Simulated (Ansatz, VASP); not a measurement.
## One calculation of MnS, two programs

The input INCAR:

```
SYSTEM = MnS
PREC = Accurate ; ENCUT = 520
EDIFF = 1E-7 ; ISMEAR = 0
SIGMA = 0.05 ; LREAL = .FALSE.
LASPH = .TRUE. ; NELM = 150
ALGO = Normal ; ISIF = 2
LWAVE = .FALSE. ; LCHARG = .FALSE.
ISPIN = 2 ; MAGMOM = 5 0
LORBIT = 11 ; LMAXMIX = 4
GGA = PE ; NBANDS = 20
```

File KPOINTS:

```
Automatic mesh
0
G
  8 8 8
  0 0 0
```

POSCAR

```
MnS
1.0
    0.0000000000      2.6122498864      2.6122498864
    2.6122498864      0.0000000000      2.6122498864
    2.6122498864      2.6122498864      0.0000000000
Mn S
1 1
Direct
    0.0000000000      0.0000000000      0.0000000000
    0.5000000000      0.5000000000      0.5000000000
```

Input for Ansatz:

```yaml
crystal:
  lattice:
    - [0.0, 2.6122498864, 2.6122498864]
    - [2.6122498864, 0.0, 2.6122498864]
    - [2.6122498864, 2.6122498864, 0.0]
  atoms:
    - { symbol: Mn, position: [0.0, 0.0, 0.0], spin: 5.0 }
    - { symbol: S, position: [0.5, 0.5, 0.5] }
basis:
  ecutwfc: 420
  ecutrho_ratio: 4
kpoints:
  mp_grid: { grid: [8, 8, 8] }
hamiltonian:
  xc: pbe
scf:
  occupations: { method: gaussian, width: 0.05 }
output:
  forces: true
  stress: true
  eigenvalues: true
  populations: true
magnetization:
  spin_polarized: true
```

Alike in both runs: task single point; functional PBE; k mesh 8 × 8 × 8; occupations gaussian, width 0.05 eV; collinear spin.

|  | VASP | Ansatz |
| --- | --- | --- |
| version | VASP 6.6.1 | Ansatz 0.2.0 |
| potentials or method | VASP PAW PBE potentials, release 64 (Mn_pv, S), cutoff 520 eV | scalar-relativistic, plane waves, PAW |
| valence electrons in the cell | 19 | 21 |

Ansatz gave:

| Quantity | Value |
| --- | --- |
| gap on the k mesh at the Fermi level (eV) | none |
| pressure (GPa) | -3.9 |
| net moment per atom (μB) | 2.35 |
| size of the moment on the site where the two differ most (μB) | 4.21 |

Q: Estimate VASP's values.

A: gap on the k mesh at the Fermi level (eV): none; pressure (GPa): -3.9; net moment per atom (μB): 2.35; size of the moment on the site where the two differ most (μB): 4.25.

Site moments also hang on the region over which each program counts them. A gap of «none» marks a metal or a gap that the smearing closes. VASP's potentials hold 19 valence electrons a cell and Ansatz's 21, so a difference there can come from the potentials and not from the codes.
